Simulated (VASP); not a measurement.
Input of a VASP 6.6.1 run:

File INCAR:

```
SYSTEM = Si
ALGO = Normal ; EDIFF = 1E-6
EDIFFG = -0.025 ; ENCUT = 600
GGA = PE ; IBRION = 2
ISIF = 3 ; ISMEAR = 0
LASPH = .True. ; LCHARG = .False.
LREAL = .False. ; LWAVE = .False.
NELM = 80 ; NSW = 80
PREC = Accurate ; SIGMA = 0.1
```

Contents of KPOINTS:

```
k-points
0
Gamma
  4 4 4
  0 0 0
```

POSCAR

```
Si
1.0
    3.1686627158     -1.9604101577      0.9490401689
   -3.1649814929     -1.9610746180     -0.9622785721
    2.6649991633      1.9157747968    -12.1195185041
Si
8
Direct
    0.0578321887      0.0389607314      0.5907673473
    0.0701883471      0.5366906069      0.0952531286
    0.4298194308      0.7038313594      0.6588970026
    0.4240134500      0.2204267523      0.1575684543
    0.9228927227      0.4487191632      0.9094812198
    0.9578213224      0.9741249126      0.4027690236
    0.5813066552      0.8016541657      0.8431783754
    0.5561258830      0.2755923085      0.3420854486
```

Potentials or basis: VASP PAW PBE potentials, release 64 (Si).

The run is started by

```bash
$ cat potpaw_PBE.64/Si/POTCAR > POTCAR
$ mpirun -np 1 vasp_std > vasp.out
```

**Question.** Estimate the relaxed cell.

**Answer.** a = 3.884 Å, b = 3.883 Å, c = 12.752 Å, α = 90.04°, β = 98.72°, γ = 119.97°.

**Question.** Predict the relaxed volume.

**Answer.** 20.50 Å³/atom.

The path:
```tsv
step	energy change (eV)	largest force (eV/Å)	pressure (GPa)	volume (Å³)
1	0.0000	1.8994	2.43	160.58
2	-0.3049	0.5321	-1.79	167.73
3	-0.3496	0.4158	-0.93	165.81
4	-0.3827	0.2515	0.20	163.69
5	-0.3830	0.2123	0.09	163.89
6	-0.3901	0.1061	0.08	163.89
7	-0.3907	0.0868	0.08	163.88
8	-0.3922	0.0881	-0.06	164.13
9	-0.3923	0.0942	-0.07	164.16
10	-0.3933	0.0435	-0.03	164.08
11	-0.3935	0.0446	0.01	164.02
12	-0.3938	0.0284	0.01	164.01
13	-0.3938	0.0273	0.01	164.01
14	-0.3940	0.0326	-0.01	164.05
15	-0.3940	0.0473	-0.03	164.09
16	-0.3941	0.0443	-0.02	164.08
17	-0.3943	0.0350	-0.02	164.08
18	-0.3945	0.0284	-0.01	164.06
19	-0.3946	0.0098	0.00	164.03
```

Caveat: the k points lie up to 0.47 Å⁻¹ apart in the final cell.
